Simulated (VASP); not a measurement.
A run of VASP 6.6.1:

INCAR

```
PREC = Accurate
ENCUT = 520
EDIFF = 1E-7
ISMEAR = -1
SIGMA = 0.05
LREAL = False
LASPH = True
NELM = 80
ALGO = Normal
ISIF = 2
LWAVE = False
LCHARG = False
NBANDS = 16
```

File KPOINTS:

```
regular mesh
0
Gamma
  11 11 11
```

The input POSCAR:

```
GaAs
1.0
    0.0000000000      2.8268500000      2.7703130000
    2.8268500000      0.0000000000      2.7703130000
    2.8268500000      2.8268500000      0.0000000000
Ga As
1 1
Direct
    0.0000000000      0.0000000000      0.0000000000
    0.7500000000      0.7500000000      0.7500000000
```

Potentials or basis: VASP PAW LDA potentials, release 64 (Ga_d, As).

The run is started by

```bash
$ cat potpaw_LDA.64/Ga_d/POTCAR potpaw_LDA.64/As/POTCAR > POTCAR
$ mpirun -np 1 vasp_std > vasp.out
```

Hardware: 1 thread of Intel(R) Xeon(R) 6975P-C (Granite Rapids), on a shared host.

Problem. Estimate the wall time of this run.

Solution. It took 82 s on 1 thread of Intel(R) Xeon(R) 6975P-C (Granite Rapids), on a shared host, peak memory 0.22 GiB. Counts: scf iterations 13, k points 126.
